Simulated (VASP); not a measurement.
# ZrOF2 (I-4m2) in VASP: further runs, part 2 of 2

VASP 6.6.1.

### Step 3. Single point, PBE

This run uses another cell than the first one, of 12.53 Å³/atom.

File INCAR:

```
ALGO = Normal ; EDIFF = 1E-6
ENCUT = 600 ; GGA = PE
GGA_COMPAT = F ; ISIF = 2
ISMEAR = 0 ; LASPH = T
LCHARG = F ; LREAL = F
LWAVE = F ; NBANDS = 24
NELM = 120 ; PREC = Accurate
SIGMA = 0.1
```

File KPOINTS:

```
k-points
0
Gamma
  8 8 8
```

File POSCAR:

```
ZrOF2
1.0
   -1.8745374610      1.8745374610      3.5654047614
    1.8745374610     -1.8745374610      3.5654047614
    1.8745374610      1.8745374610     -3.5654047614
Zr O F
1 1 2
Direct
    0.7500000000      0.2500000000      0.5000000000
    0.0000000000      0.0000000000      0.0000000000
    0.3478655098      0.3478655098      0.0000000000
    0.6521344902      0.6521344902      0.0000000000
```

Potentials or basis: VASP PAW PBE potentials, release 64 (Zr_sv, O, F).

On the command line:

```console
$ cat potpaw_PBE.64/Zr_sv/POTCAR potpaw_PBE.64/O/POTCAR potpaw_PBE.64/F/POTCAR > POTCAR
$ mpirun -np 1 vasp_std > vasp.out
```

OUTCAR:

```text
EDIFF = 1E-6
   ENCUT = 600
   GGA = PE
   ISIF = 2
   ISMEAR = 0
   LASPH = T
   LREAL = F
   NELM = 120
   PREC = Accurate

 ion  position               nearest neighbor table
   1  0.750  0.250  0.500-   3 2.00   4 2.00   3 2.00   4 2.00   2 2.59   2 2.59   2 2.59   2 2.59

   2  0.000  0.000  0.000-   1 2.59   1 2.59   1 2.59   1 2.59
   3  0.348  0.348  0.000-   1 2.00   1 2.00
   4  0.652  0.652  0.000-   1 2.00   1 2.00

  LATTYP: Found a body centered tetragonal cell.
 ALAT       =     3.7490749220
 C/A-ratio  =     1.9020184102

  Lattice vectors:

 A1 = (  -1.8745374610,   1.8745374610,   3.5654047614)
 A2 = (   1.8745374610,  -1.8745374610,   3.5654047614)
 A3 = (   1.8745374610,   1.8745374610,  -3.5654047614)

Analysis of symmetry for initial positions (statically):
=====================================================================
 Subroutine PRICEL returns:
 Original cell was already a primitive cell.

 Routine SETGRP: Setting up the symmetry group for a
 body centered tetragonal supercell.

 Subroutine GETGRP returns: Found  8 space group operations
 (whereof  8 operations were pure point group operations)
 out of a pool of 16 trial point group operations.

The static configuration has the point symmetry D_2d.

Analysis of symmetry for dynamics (positions and initial velocities):
=====================================================================
 Subroutine PRICEL returns:
 Original cell was already a primitive cell.

 Routine SETGRP: Setting up the symmetry group for a
 body centered tetragonal supercell.

 Subroutine GETGRP returns: Found  8 space group operations
 (whereof  8 operations were pure point group operations)
 out of a pool of 16 trial point group operations.
[... 119 lines left out ...]
   EFERMI =   0.00;   METHOD = LEGACY
   ISMEAR =     0;   SIGMA  =   0.10  broadening in eV -4-tet -1-fermi 0-gaus
   EFERMI_NEDOS =   21; number of points for ismear=-14 and -15
   IALGO  =     38    algorithm
   IMIX   =      4    mixing-type and parameters
     AMIX     =   0.40;   BMIX     =  1.00
     AMIX_MAG =   1.60;   BMIX_MAG =  1.00
  volume/ion in A,a.u.               =      12.53        84.55
  Fermi-wavevector in a.u.,A,eV,Ry     =   1.409740  2.664023 27.039781  1.987368
  Thomas-Fermi vector in A             =   2.531765
   LORBIT       =      0    0 simple, 1 ext, 2 COOP (PROOUT), +10 PAW based schemes
   GGA     = PE    functional components
   LHFCALC =     F    Hartree Fock is set to
   AEXX    =    0.0000 exact exchange contribution
   IVDW    =     0    specifies the selected vdW correction
   LEPSILON=     F    determine dielectric tensor
   LRPA    =     F    only Hartree local field effects (RPA)
 non-spin polarized calculation
 Gauss-broadening in eV      SIGMA  =   0.10
  energy-cutoff  :      600.00
  volume of cell :       50.11
 maximum number of plane-waves:      1694
   NGX = 17   NGY = 17   NGZ = 17

 number of electron      31.9999996 magnetization

 Free energy of the ion-electron system (eV)
  ---------------------------------------------------
  ext. energy  EPLUGINS =         0.00000000
  ---------------------------------------------------
  free energy    TOTEN  =       -28.87151726 eV

  energy without entropy =      -28.87151726  energy(sigma->0) =      -28.87151726

 E-fermi :   4.5032     XC(G=0): -10.4502

 val. band max:        4.0781190411   @ k =   0.0000   0.0000   0.0000
 cond. band min:       6.6788409106   @ k =   0.0000   0.0000   0.0000
 fundamental gap:      2.6007218695
 Fermi energy:         4.5031722292

 k-point     1 :       0.0000    0.0000    0.0000
  band No.  band energies     occupation
      1     -45.3480      2.00000
      2     -23.4890      2.00000
      3     -23.4272      2.00000
      4     -23.4272      2.00000
      5     -20.4883      2.00000
      6     -19.5994      2.00000
[... 637 lines left out ...]
     23      15.5567      0.00000
     24      17.3626      0.00000

 [... further k-points ...]

------------------------ aborting loop because EDIFF is reached ----------------------------------------

  FORCE on cell =-STRESS in cart. coord.  units (eV):
  Direction    XX          YY          ZZ          XY          YZ          ZX
  --------------------------------------------------------------------------------------
  -------------------------------------------------------------------------------------
  Total        0.2277309      0.2277309     -0.0973445      0.0000000     -0.0000000      0.0000000
  in kB        7.2807394      7.2807394     -3.1121816      0.0000000     -0.0000000      0.0000000
  external PRESSURE =       3.8164324 kB  Pullay stress =       0.0000000 kB

 VOLUME and BASIS-vectors are now :
 -----------------------------------------------------------------------------
  energy-cutoff  :      600.00
  volume of cell :       50.11
      direct lattice vectors                 reciprocal lattice vectors
    -1.874537461  1.874537461  3.565404761     0.000000000  0.266732466  0.140236532
     1.874537461 -1.874537461  3.565404761     0.266732466  0.000000000  0.140236532
     1.874537461  1.874537461 -3.565404761     0.266732466  0.266732466  0.000000000

 POSITION                                       TOTAL-FORCE (eV/Angst)
 -----------------------------------------------------------------------------------
      0.00000      1.87454      1.78270         0.000000      0.000000     -0.000000
      0.00000      0.00000      0.00000         0.000000      0.000000     -0.000000
      0.00000      0.00000      2.48056        -0.000000     -0.000000      0.052879
      0.00000      0.00000      4.65025        -0.000000     -0.000000     -0.052879
 -----------------------------------------------------------------------------------
    total drift:                                0.000000     -0.000000      0.000000

  FREE ENERGIE OF THE ION-ELECTRON SYSTEM (eV)
  ---------------------------------------------------
  free  energy   TOTEN  =       -28.8715172557 eV

  energy  without entropy=      -28.8715172557  energy(sigma->0) =      -28.87151726
```

stdout:

```text
POSCAR found type information on POSCAR ZrO F
 POSCAR found :  3 types and       4 ions
 scaLAPACK will be used
 LDA part: xc-table for (Slater+PW92), standard interpolation
 POSCAR, INCAR and KPOINTS ok, starting setup
 FFT: planning ... GRIDC
 FFT: planning ... GRID_SOFT
 FFT: planning ... GRID
 WAVECAR not read
 entering main loop
```

Run time: 2.5 min. Hardware: 1 thread of Intel Xeon 8259CL, shared host; peak memory 0.26 GiB.

Results:

- Free energy: -28.8715 eV
- Pressure: 0.4 GPa
- Largest force: 0.053 eV/Å
- Band gap on the k mesh: 2.60 eV

Forces in eV/Å, atoms in the order of the input:
```
Zr   0.000  0.000  0.000
O    0.000  0.000  0.000
F    0.000  0.000  0.053
F    0.000  0.000 -0.053
```

Levels at points of the mesh, in eV from the valence-band top:
```tsv
k point	band 12	band 13	band 14	band 15	band 16	band 17	band 18	band 19	band 20	band 21
(0.00, 0.00, 0.00)	-4.95	-4.95	-0.38	-0.38	0.00	2.60	3.86	5.80	6.06	6.06
(0.50, 0.00, 0.00)	-5.37	-4.13	-0.99	-0.55	-0.50	3.61	3.61	4.35	5.60	6.85
(0.50, 0.50, 0.00)	-4.88	-4.33	-0.90	-0.69	-0.59	3.54	3.69	4.58	4.84	7.10
(0.50, 0.50, 0.50)	-5.21	-4.89	-0.61	-0.14	-0.14	2.75	3.69	5.39	5.39	5.97
```

### Step 4. Single point, PBE

This run uses another cell than the first one, of 12.54 Å³/atom.

File INCAR:

```
PREC = Accurate
ENCUT = 520
EDIFF = 1E-6
ISMEAR = 0
SIGMA = 0.02
LREAL = F
LASPH = T
NELM = 60
ALGO = Normal
ISIF = 2
LWAVE = F
LCHARG = F
GGA = PE
NBANDS = 24
```

File KPOINTS:

```
regular mesh
0
Gamma
  8 8 8
```

File POSCAR:

```
ZrOF2
1.0
   -1.8756726395      1.8756726395      3.5643840737
    1.8756726395     -1.8756726395      3.5643840737
    1.8756726395      1.8756726395     -3.5643840737
Zr O F
1 1 2
Direct
    0.7500000000      0.2500000000      0.5000000000
    0.0000000000      0.0000000000      0.0000000000
    0.3479523842      0.3479523842      0.0000000000
    0.6520476158      0.6520476158      0.0000000000
```

Potentials or basis: VASP PAW PBE potentials, release 64 (Zr_sv, O, F).

On the command line:

```console
$ cat potpaw_PBE.64/Zr_sv/POTCAR potpaw_PBE.64/O/POTCAR potpaw_PBE.64/F/POTCAR > POTCAR
$ mpirun -np 1 vasp_std > vasp.out
```

OUTCAR:

```text
PREC = Accurate
   ENCUT = 520
   EDIFF = 1E-6
   ISMEAR = 0
   LREAL = F
   LASPH = T
   NELM = 60
   ISIF = 2
   GGA = PE

 ion  position               nearest neighbor table
   1  0.750  0.250  0.500-   3 2.00   4 2.00   3 2.00   4 2.00   2 2.59   2 2.59   2 2.59   2 2.59

   2  0.000  0.000  0.000-   1 2.59   1 2.59   1 2.59   1 2.59
   3  0.348  0.348  0.000-   1 2.00   1 2.00
   4  0.652  0.652  0.000-   1 2.00   1 2.00

  LATTYP: Found a body centered tetragonal cell.
 ALAT       =     3.7513452790
 C/A-ratio  =     1.9003231154

  Lattice vectors:

 A1 = (  -1.8756726395,   1.8756726395,   3.5643840737)
 A2 = (   1.8756726395,  -1.8756726395,   3.5643840737)
 A3 = (   1.8756726395,   1.8756726395,  -3.5643840737)

Analysis of symmetry for initial positions (statically):
=====================================================================
 Subroutine PRICEL returns:
 Original cell was already a primitive cell.

 Routine SETGRP: Setting up the symmetry group for a
 body centered tetragonal supercell.

[... 167 lines left out ...]
  free energy    TOTEN  =       -28.86561780 eV

  energy without entropy =      -28.86561780  energy(sigma->0) =      -28.86561780

 E-fermi :   4.2809     XC(G=0): -10.4458

 val. band max:        4.0733364207   @ k =   0.0000   0.0000   0.0000
 cond. band min:       6.6677791572   @ k =   0.0000   0.0000   0.0000
 fundamental gap:      2.5944427365
 Fermi energy:         4.2809437337

 k-point     1 :       0.0000    0.0000    0.0000
  band No.  band energies     occupation
      1     -45.3595      2.00000
      2     -23.4965      2.00000
      3     -23.4361      2.00000
      4     -23.4361      2.00000
      5     -20.4862      2.00000
      6     -19.5972      2.00000
[... 637 lines left out ...]
     23      15.5379      0.00000
     24      17.3509      0.00000

 [... further k-points ...]

------------------------ aborting loop because EDIFF is reached ----------------------------------------

  FORCE on cell =-STRESS in cart. coord.  units (eV):
  Direction    XX          YY          ZZ          XY          YZ          ZX
  --------------------------------------------------------------------------------------
  -------------------------------------------------------------------------------------
  Total        0.1786766      0.1786766     -0.0363601      0.0000000      0.0000000      0.0000000
  in kB        5.7071553      5.7071553     -1.1613865      0.0000000      0.0000000      0.0000000
  external PRESSURE =       3.4176414 kB  Pullay stress =       0.0000000 kB

 VOLUME and BASIS-vectors are now :
 -----------------------------------------------------------------------------
  energy-cutoff  :      520.00
  volume of cell :       50.16
      direct lattice vectors                 reciprocal lattice vectors
    -1.875672640  1.875672640  3.564384074     0.000000000  0.266571037  0.140276690
     1.875672640 -1.875672640  3.564384074     0.266571037  0.000000000  0.140276690
     1.875672640  1.875672640 -3.564384074     0.266571037  0.266571037  0.000000000

 POSITION                                       TOTAL-FORCE (eV/Angst)
 -----------------------------------------------------------------------------------
      0.00000      1.87567      1.78219         0.000000      0.000000     -0.000000
      0.00000      0.00000      0.00000         0.000000      0.000000     -0.000000
      0.00000      0.00000      2.48047        -0.000000     -0.000000      0.029675
      0.00000      0.00000      4.64830        -0.000000     -0.000000     -0.029675
 -----------------------------------------------------------------------------------
    total drift:                                0.000000     -0.000000      0.000000

  FREE ENERGIE OF THE ION-ELECTRON SYSTEM (eV)
  ---------------------------------------------------
  free  energy   TOTEN  =       -28.8656177980 eV

  energy  without entropy=      -28.8656177980  energy(sigma->0) =      -28.86561780
```

stdout:

```text
POSCAR found type information on POSCAR ZrO F
 POSCAR found :  3 types and       4 ions
 scaLAPACK will be used
 LDA part: xc-table for (Slater+PW92), standard interpolation
 POSCAR, INCAR and KPOINTS ok, starting setup
 FFT: planning ... GRIDC
 FFT: planning ... GRID_SOFT
 FFT: planning ... GRID
 WAVECAR not read
 entering main loop
```

Wall time 78 s (1 thread of Intel Xeon Platinum 8488C (Sapphire Rapids), shared host); peak memory 0.23 GiB.

What came out:

```
Free energy            : -28.8656 eV
Pressure               : 0.3 GPa
Largest force          : 0.030 eV/Å
Band gap on the k mesh : 2.59 eV
```

Forces on the atoms (eV/Å):
```
Zr   0.000  0.000  0.000
O    0.000  0.000  0.000
F    0.000  0.000  0.030
F    0.000  0.000 -0.030
```

Levels at points of the mesh, in eV from the valence-band top:
| k point | band 14 | band 15 | band 16 | band 17 | band 18 | band 19 |
| --- | --- | --- | --- | --- | --- | --- |
| (0.00, 0.00, 0.00) | -0.39 | -0.39 | 0.00 | 2.59 | 3.85 | 5.79 |
| (0.50, 0.00, 0.00) | -0.99 | -0.55 | -0.50 | 3.60 | 3.60 | 4.34 |
| (0.50, 0.50, 0.00) | -0.90 | -0.69 | -0.59 | 3.53 | 3.68 | 4.57 |
| (0.50, 0.50, 0.50) | -0.61 | -0.15 | -0.15 | 2.74 | 3.68 | 5.38 |

A k mesh can miss the band edges.

### Step 5. Relaxation of cell and atoms, PBE

This run uses another cell than the first one, of 12.53 Å³/atom.

File INCAR:

```
PREC = Accurate
ENCUT = 600
EDIFF = 1E-6
ISMEAR = 0
SIGMA = 0.02
LREAL = F
LASPH = T
NELM = 60
ALGO = Normal
ISIF = 3
LWAVE = F
LCHARG = F
GGA = PE
IBRION = 2
NSW = 100
EDIFFG = -0.01
```

KPOINTS is that of step 4.

File POSCAR:

```
ZrOF2
1.0
   -1.8745374610      1.8745374610      3.5654047614
    1.8745374610     -1.8745374610      3.5654047614
    1.8745374610      1.8745374610     -3.5654047614
Zr O F
1 1 2
Direct
    0.7500000000      0.2500000000      0.5000000000
    0.0000000000      0.0000000000      0.0000000000
    0.3478655098      0.3478655098      0.0000000000
    0.6521344902      0.6521344902      0.0000000000
```

Potentials or basis: VASP PAW PBE potentials, release 64 (Zr_sv, O, F).

On the command line:

```console
$ cat potpaw_PBE.64/Zr_sv/POTCAR potpaw_PBE.64/O/POTCAR potpaw_PBE.64/F/POTCAR > POTCAR
$ mpirun -np 1 vasp_std > vasp.out
```

OUTCAR:

```text
PREC = Accurate
   ENCUT = 600
   EDIFF = 1E-6
   ISMEAR = 0
   LREAL = F
   LASPH = T
   NELM = 60
   ISIF = 3
   GGA = PE
   IBRION = 2
   NSW = 100
   EDIFFG = -0.01

 ion  position               nearest neighbor table
   1  0.750  0.250  0.500-   3 2.00   4 2.00   3 2.00   4 2.00   2 2.59   2 2.59   2 2.59   2 2.59

   2  0.000  0.000  0.000-   1 2.59   1 2.59   1 2.59   1 2.59
   3  0.348  0.348  0.000-   1 2.00   1 2.00
   4  0.652  0.652  0.000-   1 2.00   1 2.00

  LATTYP: Found a body centered tetragonal cell.
 ALAT       =     3.7490749220
 C/A-ratio  =     1.9020184102

  Lattice vectors:

 A1 = (  -1.8745374610,   1.8745374610,   3.5654047614)
 A2 = (   1.8745374610,  -1.8745374610,   3.5654047614)
 A3 = (   1.8745374610,   1.8745374610,  -3.5654047614)
[... 450 lines left out ...]
  ext. energy  EPLUGINS =         0.00000000
  ---------------------------------------------------
  free energy    TOTEN  =       -28.87193563 eV

  energy without entropy =      -28.87193563  energy(sigma->0) =      -28.87193563

 E-fermi :   4.1876     XC(G=0): -10.4442

 val. band max:        4.0762560815   @ k =   0.0000   0.0000   0.0000
 cond. band min:       6.6624046025   @ k =   0.0000   0.0000   0.0000
 fundamental gap:      2.5861485210
 Fermi energy:         4.1875818108

 k-point     1 :       0.0000    0.0000    0.0000
  band No.  band energies     occupation
      1     -45.3663      2.00000
      2     -23.4995      2.00000
      3     -23.4408      2.00000
      4     -23.4408      2.00000
      5     -20.4817      2.00000
      6     -19.5910      2.00000
[... 541 lines left out ...]
     19       8.2867      0.00000
     20       8.9321      0.00000

 [... further k-points ...]

------------------------ aborting loop because EDIFF is reached ----------------------------------------

  FORCE on cell =-STRESS in cart. coord.  units (eV):
  Direction    XX          YY          ZZ          XY          YZ          ZX
  --------------------------------------------------------------------------------------
  -------------------------------------------------------------------------------------
  Total        0.0011963      0.0011963      0.0027126      0.0000000     -0.0000000      0.0000000
  in kB        0.0382042      0.0382042      0.0866244      0.0000000     -0.0000000      0.0000000
  external PRESSURE =       0.0543443 kB  Pullay stress =       0.0000000 kB
[... 19 lines left out ...]
  FREE ENERGIE OF THE ION-ELECTRON SYSTEM (eV)
  ---------------------------------------------------
  free  energy   TOTEN  =       -28.8719356322 eV

  energy  without entropy=      -28.8719356322  energy(sigma->0) =      -28.87193563

 reached required accuracy - stopping structural energy minimisation
```

CONTCAR:

```text
ZrOF2
   1.00000000000000
    -1.8769666514897532    1.8769666514897532    3.5602257529903816
     1.8769666514897532   -1.8769666514897532    3.5602257529903816
     1.8769666514897532    1.8769666514897532   -3.5602257529903816
  Zr              O               F
     1     1     2
Direct
     0.7500000000000000    0.2500000000000000    0.5000000000000000
     0.0000000000000000    0.0000000000000000    0.0000000000000000
     0.3480630364812263    0.3480630364812263    0.0000000000000000
     0.6519369635187737    0.6519369635187737    0.0000000000000000

  0.00000000E+00  0.00000000E+00  0.00000000E+00
  0.00000000E+00  0.00000000E+00  0.00000000E+00
  0.00000000E+00  0.00000000E+00  0.00000000E+00
  0.00000000E+00  0.00000000E+00  0.00000000E+00
```

Wall time 4 min (1 thread of Intel Xeon Platinum 8488C (Sapphire Rapids), shared host); peak memory 0.26 GiB.

Results:

```yaml
Free_energy: -28.8719 eV
Relaxed_volume: 12.54 Å³/atom
Relaxed_cell: a = 4.441 Å, b = 4.441 Å, c = 4.441 Å, α = 129.99°, β = 129.99°, γ = 73.41°
Space_group_after_relaxing_to_0.1_Å: I-4m2 (No. 119)
Energy_gained_by_relaxing: 0.1 meV/atom
Ionic_steps: 8
Pressure_after_relaxing: 0.0 GPa
Band_gap_on_the_k_mesh: 2.59 eV
```

Forces on the atoms (eV/Å):
```
Zr   0.000  0.000  0.000
O    0.000  0.000  0.000
F    0.000  0.000 -0.003
F    0.000  0.000  0.003
```

The path:
```tsv
step	energy change (eV)	largest force (eV/Å)	pressure (GPa)	volume (Å³)
1	0.0000	0.0526	0.35	50.11
2	0.0000	0.0521	-0.47	50.31
3	-0.0004	0.0001	-0.09	50.21
4	-0.0004	0.0019	-0.07	50.22
5	-0.0003	0.0270	-0.29	50.26
6	-0.0004	0.0039	-0.11	50.22
7	-0.0004	0.0026	-0.12	50.22
8	-0.0004	0.0028	0.01	50.17
```

Final structure:
```xyz
4
Lattice="-1.8770 1.8770 3.5602 1.8770 -1.8770 3.5602 1.8770 1.8770 -3.5602" Properties=species:S:1:pos:R:3 pbc="T T T"
Zr    0.0000    1.8770    1.7801
O     0.0000    0.0000    0.0000
F     0.0000    0.0000    2.4784
F     0.0000    0.0000    4.6421
```

### Step 6. Summary

| task | cell | cutoff (eV) | smearing | gap on the mesh (eV) | pressure (GPa) | largest force (eV/Å) |
| --- | --- | --- | --- | --- | --- | --- |
| single point | a = 5.984 Å, angles 152.0, 152.0, 40.0°, 4 atoms, atomic positions A | 600 | gaussian 0.1 eV | none | 26.9 | 1.70 |
| single point | a = 4.443 Å, angles 130.1, 130.1, 73.3°, 4 atoms, atomic positions B | 600 | gaussian 0.1 eV | 2.60 | 0.4 | 0.05 |
| single point | a = 4.443 Å, angles 130.1, 130.1, 73.3°, 4 atoms, atomic positions B | 520 | gaussian 0.02 eV | 2.59 | 0.3 | 0.03 |
| relaxation of cell and atoms | relaxed from a = 4.443 Å, angles 130.1, 130.1, 73.3°, 4 atoms, atomic positions B | 600 | gaussian 0.02 eV | 2.59 | 0.0 | - |

Alike in all rows: level PBE; potentials or basis VASP PAW PBE potentials, release 64 (Zr_sv, O, F); no spin polarisation; k mesh 8 × 8 × 8.

Caveats: the cell stands under pressure (at least some runs); forces of over 1 eV/Å act on the atoms, so gaps and moduli don't describe the material at rest (at least some runs).

Total energies depend on the potentials used, so only differences within one code and one set of settings carry meaning.
